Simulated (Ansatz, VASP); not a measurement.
## Al2Au in VASP and in Ansatz

INCAR

```
SYSTEM = Al2Au
ALGO = Normal
EDIFF = 1E-6
ENCUT = 520
ISIF = 2
ISMEAR = -1
LASPH = .TRUE.
LCHARG = .TRUE.
LELF = .TRUE.
LREAL = .FALSE.
LVHAR = .TRUE.
LWAVE = .FALSE.
NBANDS = 16
NELM = 80
PREC = Accurate
SIGMA = 0.05
```

The input KPOINTS:

```
k-points
0
G
  11 11 11
  0 0 0
```

The input POSCAR:

```
Al2Au
1.0
    0.0000000000      2.9899664802      2.9899664802
    2.9899664802      0.0000000000      2.9899664802
    2.9899664802      2.9899664802      0.0000000000
Al Au
2 1
Direct
    0.2500000000      0.2500000000      0.2500000000
    0.7500000000      0.7500000000      0.7500000000
    0.0000000000      0.0000000000      0.0000000000
```

Input for Ansatz:

```yaml
crystal:
  lattice:
    - [0.0, 2.9899664802, 2.9899664802]
    - [2.9899664802, 0.0, 2.9899664802]
    - [2.9899664802, 2.9899664802, 0.0]
  atoms:
    - { symbol: Al, position: [0.25, 0.25, 0.25] }
    - { symbol: Al, position: [0.75, 0.75, 0.75] }
    - { symbol: Au, position: [0.0, 0.0, 0.0] }
kpoints:
  mp_grid: { grid: [11, 11, 11] }
  band_path:
    path:
      - [0.0, 0.0, 0.0]
      - [0.5, 0.0, 0.5]
      - [0.625, 0.25, 0.625]
      - [0.375, 0.375, 0.75]
      - [0.0, 0.0, 0.0]
      - [0.5, 0.5, 0.5]
      - [0.5, 0.25, 0.75]
      - [0.5, 0.0, 0.5]
    npoints: 5
scf:
  occupations: { method: fermi_dirac, width: 0.05 }
hamiltonian:
  xc: lda
  pseudopotentials: { kind: all_electron, lapw: { basis_error: 0.0005 } }
output:
  forces: true
  stress: true
  eigenvalues: true
```

Change from the starting cell: volume scaled by 0.99.

Alike in both runs: task single point; functional LDA; k mesh 11 × 11 × 11; occupations fermi-dirac, width 0.05 eV; no spin polarisation.

```csv
,VASP,Ansatz
version,VASP 6.6.1,Ansatz 0.2.0
potentials or method,"VASP PAW LDA potentials, release 64 (Al, Au), cutoff 520 eV","all-electron LAPW, scalar-relativistic"
```

Ansatz gave:

- pressure (GPa): -1.4

Problem. Which values does VASP return?

Solution. Pressure (GPa): -1.2.

LDA's correlation is that of Perdew and Zunger in VASP and of Perdew and Wang (1992) in Ansatz. Ansatz ran all-electron here, and VASP with PAW potentials.

Spin-orbit coupling is off throughout.
